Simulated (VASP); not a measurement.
# Se (P6_3/mmc) in VASP: notebook

Se is run at these levels: PBE, HSE06; tasks: single point.

Everything below comes from runs of VASP 6.6.1. Logs are shortened: lines on timing, memory, paths and dates and some standing lists are left out, and cuts for length are marked.

### 1 The cell of the first run

Symmetry: P6_3/mmc, No. 194, hexagonal system. Conventional cell: a = 3.662 Å, b = 3.662 Å, c = 3.848 Å, α = 90.00°, β = 90.00°, γ = 120.00°. Se (site symmetry -6m2) has 14 Se at 2.86 to 3.85 Å within 3.9 Å.

This isn't the form of Se at room conditions, which is trigonal, of chains.

### 2 Single point, PBE

INCAR

```
PREC = Accurate
ENCUT = 520
EDIFF = 1E-7
ISMEAR = -1
SIGMA = 0.1
LREAL = False
LASPH = True
NELM = 60
ALGO = Normal
ISIF = 2
LWAVE = False
LCHARG = False
GGA = PE
NBANDS = 13
```

KPOINTS

```
Automatic mesh
0
Gamma
  5 5 4
```

POSCAR

```
Se
1.0
    3.6624839292      0.0000000000      0.0000000000
   -1.8312419646      3.1718041236      0.0000000000
    0.0000000000      0.0000000000      3.8475617746
Se
2
Direct
    0.3333333333      0.6666666667      0.2500000000
    0.6666666667      0.3333333333      0.7500000000
```

Potentials or basis: VASP PAW PBE potentials, release 64 (Se).

On the command line:

```sh
cat potpaw_PBE.64/Se/POTCAR > POTCAR
mpirun -np 1 vasp_std > vasp.out
```

OUTCAR:

```text
PREC = Accurate
   ENCUT = 520
   EDIFF = 1E-7
   ISMEAR = -1
   LREAL = False
   LASPH = True
   NELM = 60
   ISIF = 2
   GGA = PE

 ion  position               nearest neighbor table
   1  0.333  0.667  0.250-
   2  0.667  0.333  0.750-

  LATTYP: Found a hexagonal cell.
 ALAT       =     3.6624839292
 C/A-ratio  =     1.0505334218

  Lattice vectors:

 A1 = (   3.6624839292,   0.0000000000,   0.0000000000)
 A2 = (  -1.8312419646,   3.1718041236,   0.0000000000)
 A3 = (   0.0000000000,   0.0000000000,   3.8475617746)

Analysis of symmetry for initial positions (statically):
=====================================================================
 Subroutine PRICEL returns:
 Original cell was already a primitive cell.

 Routine SETGRP: Setting up the symmetry group for a
 hexagonal supercell.

 Subroutine GETGRP returns: Found 24 space group operations
 (whereof 12 operations were pure point group operations)
 out of a pool of 24 trial point group operations.

The static configuration has the point symmetry D_3d.
 The point group associated with its full space group is D_6h.

Analysis of symmetry for dynamics (positions and initial velocities):
=====================================================================
 Subroutine PRICEL returns:
 Original cell was already a primitive cell.

 Routine SETGRP: Setting up the symmetry group for a
 hexagonal supercell.

 Subroutine GETGRP returns: Found 24 space group operations
 (whereof 12 operations were pure point group operations)
 out of a pool of 24 trial point group operations.

The dynamic configuration has the point symmetry D_3d.
 The point group associated with its full space group is D_6h.

 Subroutine INISYM returns: Found 24 space group operations
 (whereof 12 operations are pure point group operations),
 and found     1 'primitive' translations

----------------------------------------------------------------------------------------

                                     Primitive cell

  volume of cell :      44.6959

  direct lattice vectors                    reciprocal lattice vectors
     3.662483929  0.000000000  0.000000000     0.273038741  0.157638990  0.000000000
    -1.831241965  3.171804124  0.000000000     0.000000000  0.315277981  0.000000000
     0.000000000  0.000000000  3.847561775     0.000000000  0.000000000  0.259904859

  length of vectors
     3.662483929  3.662483929  3.847561775     0.315277981  0.315277981  0.259904859

  position of ions in fractional coordinates (direct lattice)
     0.333333333  0.666666667  0.250000000
     0.666666667  0.333333333  0.750000000

  ion indices of the primitive-cell ions
   primitive index   ion index
                 1           1
                 2           2

----------------------------------------------------------------------------------------

 KPOINTS: Automatic mesh

Automatic generation of k-mesh.
 Grid dimensions read from file:
 generate k-points for:    5    5    4

 Generating k-lattice:

  Cartesian coordinates                     Fractional coordinates (reciprocal lattice)
     0.054607748  0.031527798  0.000000000     0.200000000  0.000000000  0.000000000
     0.000000000  0.063055596  0.000000000     0.000000000  0.200000000  0.000000000
     0.000000000  0.000000000  0.064976215     0.000000000  0.000000000  0.250000000

  Length of vectors
     0.063055596  0.063055596  0.064976215

  Shift w.r.t. Gamma in fractional coordinates (k-lattice)
     0.000000000  0.000000000  0.000000000

 Subroutine IBZKPT returns following result:
 ===========================================

 Found     15 irreducible k-points:

 Following reciprocal coordinates:
            Coordinates               Weight
  0.000000  0.000000  0.000000      1.000000
  0.200000  0.000000  0.000000      6.000000
  0.400000  0.000000  0.000000      6.000000
  0.200000  0.200000  0.000000      6.000000
  0.400000  0.200000  0.000000      6.000000
  0.000000  0.000000  0.250000      2.000000
  0.200000  0.000000  0.250000     12.000000
  0.400000  0.000000  0.250000     12.000000
  0.200000  0.200000  0.250000     12.000000
  0.400000  0.200000  0.250000     12.000000
  0.000000  0.000000  0.500000      1.000000
  0.200000  0.000000  0.500000      6.000000
  0.400000  0.000000  0.500000      6.000000
  0.200000  0.200000  0.500000      6.000000
  0.400000  0.200000  0.500000      6.000000
   k-points           NKPTS =     15   k-points in BZ     NKDIM =     15   number of bands    NBANDS=     13
   number of dos      NEDOS =    301   number of ions     NIONS =      2
   total plane-waves  NPLWV =  23520
   dimension x,y,z NGX =    28 NGY =   28 NGZ =   30
   dimension x,y,z NGXF=    56 NGYF=   56 NGZF=   60
   ions per type =               2
   NGX,Y,Z   is equivalent  to a cutoff of  12.71, 12.71, 12.96 a.u.
   NGXF,Y,Z  is equivalent  to a cutoff of  25.42, 25.42, 25.92 a.u.
 SYSTEM =  unknown system
   PREC   = accura    normal or accurate (medium, high low for compatibility)
   ISTART =      0    job   : 0-new  1-cont  2-samecut
   ICHARG =      2    charge: 1-file 2-atom 10-const
   ISPIN  =      1    spin polarized calculation?
   LNONCOLLINEAR =      F non collinear calculations
   LSORBIT =      F    spin-orbit coupling
   LASPH  =      T    aspherical Exc in radial PAW
   ENCUT  =  520.0 eV  38.22 Ry    6.18 a.u.   6.81  6.81  7.15*2*pi/ulx,y,z
   NELM   =     60;   NELMIN=  2; NELMDL= -5     # of ELM steps
   EDIFF  = 0.1E-06   stopping-criterion for ELM
   LREAL  =      F    real-space projection
   EDIFFG = 0.1E-05   stopping-criterion for IOM
   NSW    =      0    number of steps for IOM
   IBRION =     -1    ionic relax: 0-MD 1-quasi-New 2-CG
   NFREE  =      0    steps in history (QN), initial steepest desc. (CG)
   ISIF   =      2    stress and relaxation
   ISYM   =      2    0-nonsym 1-usesym 2-fastsym
   POTIM  = 0.5000    time-step for ionic-motion
   TEBEG  =    0.0;   TEEND  =   0.0 temperature during run
   PSTRESS=    0.0 pullay stress
   NELECT =      12.0000    total number of electrons
   NUPDOWN=      -1.0000    fix difference up-down
   EMIN   =  10.00;   EMAX   =-10.00  energy-range for DOS
   EFERMI =   0.00;   METHOD = LEGACY
   ISMEAR =    -1;   SIGMA  =   0.10  broadening in eV -4-tet -1-fermi 0-gaus
   EFERMI_NEDOS =   21; number of points for ismear=-14 and -15
   IALGO  =     38    algorithm
   IMIX   =      4    mixing-type and parameters
     AMIX     =   0.40;   BMIX     =  1.00
     AMIX_MAG =   1.60;   BMIX_MAG =  1.00
  volume/ion in A,a.u.               =      22.35       150.81
  Fermi-wavevector in a.u.,A,eV,Ry     =   1.056119  1.995775 15.175754  1.115386
  Thomas-Fermi vector in A             =   2.191342
   LORBIT       =      0    0 simple, 1 ext, 2 COOP (PROOUT), +10 PAW based schemes
   GGA     = PE    functional components
[... 5 lines left out ...]
 non-spin polarized calculation
  energy-cutoff  :      520.00
  volume of cell :       44.70
 maximum number of plane-waves:      1217
 NGX is ok and might be reduce to    28
   NGX = 13   NGY = 13   NGZ = 15

 number of electron      12.0000001 magnetization

 Free energy of the ion-electron system (eV)
  ---------------------------------------------------
  ext. energy  EPLUGINS =         0.00000000
  ---------------------------------------------------
  free energy    TOTEN  =        -6.23840649 eV

  energy without entropy =       -6.18664722  energy(sigma->0) =       -6.21252685

 E-fermi :   4.6145     XC(G=0): -10.0244

 val. band max:        4.5990137008   @ k =   0.4000   0.0000   0.0000
 cond. band min:       4.7161584437   @ k =   0.2000   0.0000   0.0000
 fundamental gap:      0.1171447429
 Fermi energy:         4.6144914239

 k-point     1 :       0.0000    0.0000    0.0000
  band No.  band energies     occupation
      1     -11.2602      2.00000
      2      -5.5639      2.00000
      3      -0.1073      2.00000
      4       2.4143      2.00000
      5       2.4143      2.00000
      6       5.4965      0.00030
      7       5.4965      0.00030
      8       8.0039      0.00000
      9       8.9066      0.00000
     10      11.8825      0.00000
     11      14.6676      0.00000
     12      14.6676      0.00000
     13      16.3802      0.00000

 k-point     2 :       0.2000    0.0000    0.0000
  band No.  band energies     occupation
      1     -10.8345      2.00000
      2      -6.0358      2.00000
      3       0.3548      2.00000
      4       1.4455      2.00000
      5       1.7207      2.00000
      6       4.7162      0.53135
      7       6.2173      0.00000
      8       6.7665      0.00000
      9      10.1665      0.00000
     10      12.2730      0.00000
     11      14.9624      0.00000
     12      15.0591      0.00000
     13      15.4322      0.00000

 k-point     3 :       0.4000    0.0000    0.0000
  band No.  band energies     occupation
      1      -9.7442      2.00000
      2      -7.3234      2.00000
      3       0.5848      2.00000
      4       0.9773      2.00000
      5       1.5528      2.00000
      6       3.9702      1.99682
      7       4.5990      1.07723
      8       6.8275      0.00000
      9       9.1397      0.00000
     10      14.5326      0.00000
     11      14.6322      0.00000
     12      15.0928      0.00000
     13      15.9975      0.00000
[... 161 lines left out ...]
 k-point    14 :       0.2000    0.2000    0.5000
  band No.  band energies     occupation
      1      -8.4177      2.00000
      2      -8.4177      2.00000
      3      -0.5752      2.00000
      4      -0.5752      2.00000
      5       2.4163      2.00000
      6       2.4163      2.00000
      7       6.8414      0.00000
      8       6.8414      0.00000
      9      12.6010      0.00000
     10      12.6010      0.00000
     11      15.8455      0.00000
     12      15.8455      0.00000
     13      18.3733      0.00000

 k-point    15 :       0.4000    0.2000    0.5000
  band No.  band energies     occupation
      1      -8.0565      2.00000
      2      -8.0565      2.00000
      3      -1.3702      2.00000
      4      -1.3702      2.00000
      5       1.6767      2.00000
      6       1.6767      2.00000
      7       7.3372      0.00000
      8       7.3372      0.00000
      9      13.8634      0.00000
     10      13.8634      0.00000
     11      17.5886      0.00000
     12      17.5886      0.00000
     13      18.4763      0.00000

------------------------ aborting loop because EDIFF is reached ----------------------------------------

  FORCE on cell =-STRESS in cart. coord.  units (eV):
  Direction    XX          YY          ZZ          XY          YZ          ZX
  --------------------------------------------------------------------------------------
  -------------------------------------------------------------------------------------
  Total       -0.0878555     -0.0878555      0.3778807      0.0000000      0.0000000     -0.0000000
  in kB       -3.1492838     -3.1492838     13.5455803      0.0000000      0.0000000     -0.0000000
  external PRESSURE =       2.4156709 kB  Pullay stress =       0.0000000 kB

 VOLUME and BASIS-vectors are now :
 -----------------------------------------------------------------------------
  energy-cutoff  :      520.00
  volume of cell :       44.70
      direct lattice vectors                 reciprocal lattice vectors
     3.662483929  0.000000000  0.000000000     0.273038741  0.157638990  0.000000000
    -1.831241965  3.171804124  0.000000000     0.000000000  0.315277981  0.000000000
     0.000000000  0.000000000  3.847561775     0.000000000  0.000000000  0.259904859

 POSITION                                       TOTAL-FORCE (eV/Angst)
 -----------------------------------------------------------------------------------
     -0.00000      2.11454      0.96189         0.000000     -0.000000      0.000000
      1.83124      1.05727      2.88567        -0.000000      0.000000      0.000000
 -----------------------------------------------------------------------------------
    total drift:                               -0.000000      0.000000     -0.000000

  FREE ENERGIE OF THE ION-ELECTRON SYSTEM (eV)
  ---------------------------------------------------
  free  energy   TOTEN  =        -6.2384064879 eV

  energy  without entropy=       -6.1866472179  energy(sigma->0) =       -6.21252685
```

Run time: 9.5 s. Hardware: 1 thread of Intel Xeon Platinum 8259CL at 2.50GHz (Skylake/Cascade Lake), shared host; peak memory 0.15 GiB.

What came out:

| Quantity | Value |
| --- | --- |
| Free energy | -6.2384 eV |
| Pressure | 0.2 GPa |
| Band gap on the k mesh | zero (bands 6 and 7 overlap by 1.81 eV) |

Stress tensor (GPa, compression positive):
```
-0.31  0.00  0.00
 0.00 -0.31  0.00
 0.00  0.00  1.35
```

Caveat: the k points lie up to 0.41 Å⁻¹ apart, too coarse for converged energies and pressures of a metal.

(Continued in part 2 of 2.)
